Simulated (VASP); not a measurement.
The system is MgCd2O3.

```
Mg Cd O
1.0
     3.51574    0.00000    0.00000
    -1.75787    3.04472    0.00000
     0.00000    0.00000    8.61178
Mg Cd O
1 2 3
Direct
  0.00000 0.00000 0.00000
  0.33333 0.66667 0.33333
  0.66667 0.33333 0.66667
  0.33333 0.66667 0.83333
  0.66667 0.33333 0.16667
  0.00000 0.00000 0.50000
```

- Program: VASP 6.6.1
- Task: relaxation of cell and atoms
- Functional: PBE
- Potentials or basis: VASP PAW PBE potentials, release 64 (Mg, Cd, O)
- Cutoff: 600 eV
- k mesh: 6 × 6 × 2
- Occupations: gaussian, width 0.1 eV
- Spin: no spin polarisation

At the start: pressure -16.5 GPa; volume 15.36 Å³/atom.

Task: Where does the relaxation end?

Result: Over 10 steps the energy falls by 243.3 meV/atom and the volume is 12.28 Å³/atom (-20.0 %); space group P-3m1 (No. 164, to 0.1 Å) before and after.

The path:
```
step  energy change (eV)  largest force (eV/Å)  pressure (GPa)  volume (Å³)
   1              0.0000                0.9967          -16.50        92.18
   2             -1.1354                1.5978            5.03        72.65
   3             -1.1565                1.5236            1.37        74.48
   4             -1.3446                0.7655            1.28        73.80
   5             -1.4173                0.7311            1.72        73.04
   6             -1.4542                0.0910           -1.40        74.50
   7             -1.4552                0.1021           -1.03        74.30
   8             -1.4588                0.0877            0.50        73.44
   9             -1.4592                0.0473            0.15        73.65
  10             -1.4599                0.0209            0.02        73.70
```

Final structure:
```
Mg Cd O
1.0
     3.24199    0.00000    0.00000
    -1.62099    2.80764    0.00000
     0.00000    0.00000    8.09729
Mg Cd O
1 2 3
Cartesian
  -1.6210 2.8076 8.0973
  0.0000 1.8718 2.6118
  1.6210 0.9359 5.4855
  0.0000 1.8718 6.9624
  1.6210 0.9359 1.1349
  -1.6210 2.8076 4.0486
```

Caveat: the volume moved by over 15 % at a fixed basis, so the end points are rough.
